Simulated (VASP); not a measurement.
# OF2 (Fm-3m) in VASP: single point with r2SCAN+rVV10

Aim: the single point of OF2 with r2SCAN+rVV10.

Program: VASP 6.6.1. These are calculated values, not measurements. Logs are shortened: lines on timing, memory, paths and dates and some standing lists are left out, and cuts for length are marked.

### 1 The cell of the first run

Symmetry: Fm-3m, No. 225, cubic system. The conventional cell has a = 4.867 Å, b = 4.867 Å, c = 4.867 Å, α = 90.00°, β = 90.00°, γ = 90.00°. Within 2.8 Å of O (site symmetry m-3m) lie 8 F at 2.11 Å. F (site symmetry -43m) has 4 O at 2.11 Å and 6 F at 2.43 Å within 2.8 Å.

### 2 Single point, r2SCAN+rVV10

POSCAR

```
OF2
1.0
    0.0000000000      2.4337412065      2.4337412065
    2.4337412065      0.0000000000      2.4337412065
    2.4337412065      2.4337412065      0.0000000000
O F
1 2
Direct
    0.0000000000      0.0000000000      0.0000000000
    0.7500000000      0.7500000000      0.7500000000
    0.2500000000      0.2500000000      0.2500000000
```

INCAR.step1

```
PREC     = Accurate       # precision mode
ENCUT    = 1490           # plane-wave cutoff, eV
ISMEAR   = -1             # smearing method
SIGMA    = 0.03           # smearing width, eV
LREAL    = False          # projectors in reciprocal space
LASPH    = True           # aspherical terms in the spheres
NELM     = 120            # most SCF steps
NBANDS   = 17             # bands
GGA      = PE             # functional
ALGO     = Normal         # electronic algorithm
EDIFF    = 1E-5           # SCF threshold, eV
LWAVE    = True           # write WAVECAR
LCHARG   = False          # write CHGCAR
GGA_COMPAT= False
```

INCAR.step2

```
PREC     = Accurate       # precision mode
ENCUT    = 1490           # plane-wave cutoff, eV
EDIFF    = 1E-6           # SCF threshold, eV
ISMEAR   = -1             # smearing method
SIGMA    = 0.03           # smearing width, eV
LREAL    = False          # projectors in reciprocal space
LASPH    = True           # aspherical terms in the spheres
NELM     = 120            # most SCF steps
ALGO     = Normal         # electronic algorithm
ISIF     = 2              # what is computed and relaxed
LWAVE    = False          # write WAVECAR
LCHARG   = True           # write CHGCAR
METAGGA  = R2SCAN         # meta-GGA
LMIXTAU  = True         
LUSE_VDW = True         
IVDW_NL  = 2            
BPARAM   = 11.95        
CPARAM   = 0.0093       
LELF     = True           # ELF
LVHAR    = True         
NBANDS   = 17             # bands
ISTART   = 1            
GGA_COMPAT= False
```

KPOINTS

```
regular mesh
0
Gamma
  10 10 10
```

Potentials or basis: VASP PAW PBE potentials, release 64 (O_h, F_h).

Started as:

```sh
> cat potpaw_PBE.64/O_h/POTCAR potpaw_PBE.64/F_h/POTCAR > POTCAR
> cp INCAR.step1 INCAR
> mpirun -np 1 vasp_std > vasp.out
> cp INCAR.step2 INCAR
> mpirun -np 1 vasp_std > vasp.out
```

OUTCAR:

```text
PREC = Accurate
   ENCUT = 1490
   EDIFF = 1E-6
   ISMEAR = -1
   LREAL = False
   LASPH = True
   NELM = 120
   ISIF = 2
   METAGGA = R2SCAN
   IVDW_NL = 2
   BPARAM = 11.95
   ISTART = 1

 ion  position               nearest neighbor table
   1  0.000  0.000  0.000-
   2  0.750  0.750  0.750-
   3  0.250  0.250  0.250-

  LATTYP: Found a face centered cubic cell.
 ALAT       =     4.8674824130

  Lattice vectors:

 A1 = (   0.0000000000,   2.4337412065,   2.4337412065)
 A2 = (   2.4337412065,   0.0000000000,   2.4337412065)
 A3 = (   2.4337412065,   2.4337412065,   0.0000000000)

Analysis of symmetry for initial positions (statically):
=====================================================================
 Subroutine PRICEL returns:
 Original cell was already a primitive cell.

 Routine SETGRP: Setting up the symmetry group for a
 face centered cubic supercell.

 Subroutine GETGRP returns: Found 48 space group operations
 (whereof 48 operations were pure point group operations)
 out of a pool of 48 trial point group operations.

The static configuration has the point symmetry O_h .

Analysis of symmetry for dynamics (positions and initial velocities):
=====================================================================
 Subroutine PRICEL returns:
 Original cell was already a primitive cell.

 Routine SETGRP: Setting up the symmetry group for a
 face centered cubic supercell.

 Subroutine GETGRP returns: Found 48 space group operations
 (whereof 48 operations were pure point group operations)
 out of a pool of 48 trial point group operations.

The dynamic configuration has the point symmetry O_h .

 Subroutine INISYM returns: Found 48 space group operations
 (whereof 48 operations are pure point group operations),
 and found     1 'primitive' translations

----------------------------------------------------------------------------------------

                                     Primitive cell

  volume of cell :      28.8306

  direct lattice vectors                    reciprocal lattice vectors
     0.000000000  2.433741207  2.433741207    -0.205445016  0.205445016  0.205445016
     2.433741207  0.000000000  2.433741207     0.205445016 -0.205445016  0.205445016
     2.433741207  2.433741207  0.000000000     0.205445016  0.205445016 -0.205445016

  length of vectors
     3.441829822  3.441829822  3.441829822     0.355841205  0.355841205  0.355841205

  position of ions in fractional coordinates (direct lattice)
     0.000000000  0.000000000  0.000000000
     0.750000000  0.750000000  0.750000000
     0.250000000  0.250000000  0.250000000

  ion indices of the primitive-cell ions
   primitive index   ion index
                 1           1
                 2           2
                 3           3

----------------------------------------------------------------------------------------

 KPOINTS: regular mesh

Automatic generation of k-mesh.
 Grid dimensions read from file:
 generate k-points for:   10   10   10

 Generating k-lattice:

  Cartesian coordinates                     Fractional coordinates (reciprocal lattice)
    -0.020544502  0.020544502  0.020544502     0.100000000  0.000000000  0.000000000
     0.020544502 -0.020544502  0.020544502     0.000000000  0.100000000  0.000000000
     0.020544502  0.020544502 -0.020544502     0.000000000  0.000000000  0.100000000

  Length of vectors
     0.035584121  0.035584121  0.035584121

  Shift w.r.t. Gamma in fractional coordinates (k-lattice)
     0.000000000  0.000000000  0.000000000

 Subroutine IBZKPT returns following result:
 ===========================================

 Found     47 irreducible k-points:

 Following reciprocal coordinates:
            Coordinates               Weight
  0.000000  0.000000  0.000000      1.000000
  0.100000  0.000000  0.000000      8.000000
  0.200000  0.000000  0.000000      8.000000
  0.300000  0.000000  0.000000      8.000000
  0.400000  0.000000  0.000000      8.000000
  0.500000  0.000000  0.000000      4.000000
[... 16 lines left out ...]
  0.300000  0.300000  0.000000      6.000000
  0.400000  0.300000  0.000000     24.000000
 [... further k-points ...]
   k-points           NKPTS =     47   k-points in BZ     NKDIM =     47   number of bands    NBANDS=     17
   number of dos      NEDOS =    301   number of ions     NIONS =      3
   total plane-waves  NPLWV = 110592
   dimension x,y,z NGX =    48 NGY =   48 NGZ =   48
   dimension x,y,z NGXF=    96 NGYF=   96 NGZF=   96
   ions per type =               1   2
   NGX,Y,Z   is equivalent  to a cutoff of  23.18, 23.18, 23.18 a.u.
   NGXF,Y,Z  is equivalent  to a cutoff of  46.37, 46.37, 46.37 a.u.
 SYSTEM =  unknown system
   PREC   = accura    normal or accurate (medium, high low for compatibility)
   ISTART =      1    job   : 0-new  1-cont  2-samecut
   ICHARG =      0    charge: 1-file 2-atom 10-const
   ISPIN  =      1    spin polarized calculation?
   LNONCOLLINEAR =      F non collinear calculations
   LSORBIT =      F    spin-orbit coupling
   LASPH  =      T    aspherical Exc in radial PAW
   ENCUT  = 1490.0 eV 109.51 Ry   10.46 a.u.  10.83 10.83 10.83*2*pi/ulx,y,z
   NELM   =    120;   NELMIN=  2; NELMDL=  0     # of ELM steps
   EDIFF  = 0.1E-05   stopping-criterion for ELM
   LREAL  =      F    real-space projection
   EDIFFG = 0.1E-04   stopping-criterion for IOM
   NSW    =      0    number of steps for IOM
   IBRION =     -1    ionic relax: 0-MD 1-quasi-New 2-CG
   NFREE  =      0    steps in history (QN), initial steepest desc. (CG)
   ISIF   =      2    stress and relaxation
   ISYM   =      2    0-nonsym 1-usesym 2-fastsym
   POTIM  = 0.5000    time-step for ionic-motion
   TEBEG  =    0.0;   TEEND  =   0.0 temperature during run
   PSTRESS=    0.0 pullay stress
   NELECT =      20.0000    total number of electrons
   NUPDOWN=      -1.0000    fix difference up-down
   EMIN   =  10.00;   EMAX   =-10.00  energy-range for DOS
   EFERMI =   0.00;   METHOD = LEGACY
   ISMEAR =    -1;   SIGMA  =   0.03  broadening in eV -4-tet -1-fermi 0-gaus
   EFERMI_NEDOS =   21; number of points for ismear=-14 and -15
   IALGO  =     38    algorithm
   IMIX   =      4    mixing-type and parameters
     AMIX     =   0.40;   BMIX     =  1.00
     AMIX_MAG =   1.60;   BMIX_MAG =  1.00
  volume/ion in A,a.u.               =       9.61        64.85
  Fermi-wavevector in a.u.,A,eV,Ry     =   1.449218  2.738625 28.575409  2.100233
  Thomas-Fermi vector in A             =   2.566970
   LORBIT       =      0    0 simple, 1 ext, 2 COOP (PROOUT), +10 PAW based schemes
   METAGGA = R2SCAN    functional components
   LHFCALC =     F    Hartree Fock is set to
   AEXX    =    0.0000 exact exchange contribution
   IVDW_NL    =     2    kernel type
   BPARAM     =11.9500
   IVDW    =     0    specifies the selected vdW correction
   LEPSILON=     F    determine dielectric tensor
   LRPA    =     F    only Hartree local field effects (RPA)
 non-spin polarized calculation
  energy-cutoff  :     1490.00
  volume of cell :       28.83
 maximum number of plane-waves:      3812
 NGX is ok and might be reduce to    48
   NGX = 21   NGY = 21   NGZ = 21

 number of electron      19.9999999 magnetization

 Free energy of the ion-electron system (eV)
  ---------------------------------------------------
  ext. energy  EPLUGINS =         0.00000000
  ---------------------------------------------------
  free energy    TOTEN  =        -6.97769198 eV

  energy without entropy =       -6.96175250  energy(sigma->0) =       -6.96972224

 E-fermi :  -0.6426     XC(G=0): -11.2208

 val. band max:       -0.6437549881   @ k =   0.2000   0.1000   0.0000
 cond. band min:      -0.6355543179   @ k =  -0.4000   0.3000   0.0000
 fundamental gap:      0.0082006702
 Fermi energy:        -0.6425702729

 k-point     1 :       0.0000    0.0000    0.0000
  band No.  band energies     occupation
      1     -24.8693      2.00000
      2     -22.4588      2.00000
      3     -17.8520      2.00000
      4      -4.0177      2.00000
      5      -4.0177      2.00000
      6      -4.0177      2.00000
[... 9 lines left out ...]
     16      22.6092      0.00000
     17      22.6092      0.00000

 k-point     2 :       0.1000    0.0000    0.0000
  band No.  band energies     occupation
      1     -24.7961      2.00000
      2     -22.4984      2.00000
      3     -17.9313      2.00000
      4      -4.5871      2.00000
      5      -4.3329      2.00000
      6      -4.3329      2.00000
[... 9 lines left out ...]
     16      22.2822      0.00000
     17      23.4515      0.00000

 k-point     3 :       0.2000    0.0000    0.0000
  band No.  band energies     occupation
      1     -24.5853      2.00000
      2     -22.6168      2.00000
      3     -18.1446      2.00000
      4      -4.9664      2.00000
      5      -4.6399      2.00000
      6      -4.6399      2.00000
[... 9 lines left out ...]
     16      21.5491      0.00000
     17      24.7412      0.00000

 k-point     4 :       0.3000    0.0000    0.0000
  band No.  band energies     occupation
      1     -24.2641      2.00000
      2     -22.8147      2.00000
      3     -18.4198      2.00000
      4      -5.1337      2.00000
      5      -4.8789      2.00000
      6      -4.8789      2.00000
[... 9 lines left out ...]
     16      20.9274      0.00000
     17      26.0369      0.00000

 k-point     5 :       0.4000    0.0000    0.0000
  band No.  band energies     occupation
      1     -23.8802      2.00000
      2     -23.0908      2.00000
      3     -18.6519      2.00000
      4      -5.1633      2.00000
      5      -5.0281      2.00000
      6      -5.0281      2.00000
[... 9 lines left out ...]
     16      20.9111      0.00000
     17      26.9530      0.00000

 k-point     6 :       0.5000    0.0000    0.0000
  band No.  band energies     occupation
      1     -23.5714      2.00000
      2     -23.3564      2.00000
      3     -18.7429      2.00000
      4      -5.1566      2.00000
      5      -5.0786      2.00000
      6      -5.0786      2.00000
[... 9 lines left out ...]
     16      20.9234      0.00000
     17      27.2540      0.00000
[... 281 lines left out ...]
 k-point    21 :      -0.3000    0.2000    0.0000
  band No.  band energies     occupation
      1     -23.8402      2.00000
      2     -23.0393      2.00000
      3     -18.7870      2.00000
      4      -5.7049      2.00000
      5      -5.1816      2.00000
      6      -4.9560      2.00000
[... 9 lines left out ...]
     16      21.7338      0.00000
     17      25.4821      0.00000

 k-point    22 :      -0.2000    0.2000    0.0000
  band No.  band energies     occupation
      1     -24.1699      2.00000
      2     -22.8404      2.00000
      3     -18.5390      2.00000
      4      -5.4820      2.00000
      5      -5.0707      2.00000
      6      -4.8158      2.00000
[... 9 lines left out ...]
     16      22.5151      0.00000
     17      24.7254      0.00000

 k-point    23 :       0.3000    0.3000    0.0000
  band No.  band energies     occupation
      1     -24.1205      2.00000
      2     -22.7949      2.00000
      3     -18.6720      2.00000
      4      -5.8806      2.00000
      5      -5.8806      2.00000
      6      -4.1262      2.00000
[... 9 lines left out ...]
     16      23.4126      0.00000
     17      24.3277      0.00000

 k-point    24 :       0.4000    0.3000    0.0000
  band No.  band energies     occupation
      1     -23.8916      2.00000
      2     -22.8963      2.00000
      3     -18.8941      2.00000
      4      -6.0540      2.00000
      5      -6.0321      2.00000
      6      -4.2120      2.00000
[... 9 lines left out ...]
     16      23.1204      0.00000
     17      24.7054      0.00000

 [... further k-points ...]

------------------------ aborting loop because EDIFF is reached ----------------------------------------

  FORCE on cell =-STRESS in cart. coord.  units (eV):
  Direction    XX          YY          ZZ          XY          YZ          ZX
  --------------------------------------------------------------------------------------
  -------------------------------------------------------------------------------------
  Total       -0.1137667     -0.1137667     -0.1137667      0.0000000     -0.0000000      0.0000000
  in kB       -6.3222647     -6.3222647     -6.3222647      0.0000000     -0.0000000      0.0000000
  external PRESSURE =      -6.3222647 kB  Pullay stress =       0.0000000 kB

 VOLUME and BASIS-vectors are now :
 -----------------------------------------------------------------------------
  energy-cutoff  :     1490.00
  volume of cell :       28.83
      direct lattice vectors                 reciprocal lattice vectors
     0.000000000  2.433741207  2.433741207    -0.205445016  0.205445016  0.205445016
     2.433741207  0.000000000  2.433741207     0.205445016 -0.205445016  0.205445016
     2.433741207  2.433741207  0.000000000     0.205445016  0.205445016 -0.205445016

 POSITION                                       TOTAL-FORCE (eV/Angst)
 -----------------------------------------------------------------------------------
      0.00000      0.00000      0.00000        -0.000000     -0.000000     -0.000000
      3.65061      3.65061      3.65061        -0.000000      0.000000     -0.000000
      1.21687      1.21687      1.21687         0.000000     -0.000000      0.000000
 -----------------------------------------------------------------------------------
    total drift:                               -0.000000     -0.000000      0.000000

  FREE ENERGIE OF THE ION-ELECTRON SYSTEM (eV)
  ---------------------------------------------------
  free  energy   TOTEN  =        -6.9776919761 eV

  energy  without entropy=       -6.9617525027  energy(sigma->0) =       -6.96972224
```

Run time: 11 min. Hardware: 1 thread of AMD EPYC 7R43 (Zen 3), shared host; peak memory 0.74 GiB.

Results:

* Free energy: -6.9777 eV
* Pressure: -0.6 GPa
* Band gap on the k mesh: zero (bands 10 and 11 overlap by 0.30 eV)

Caveat: the PAW data sets were made with another functional, which shifts forces and pressure a little.
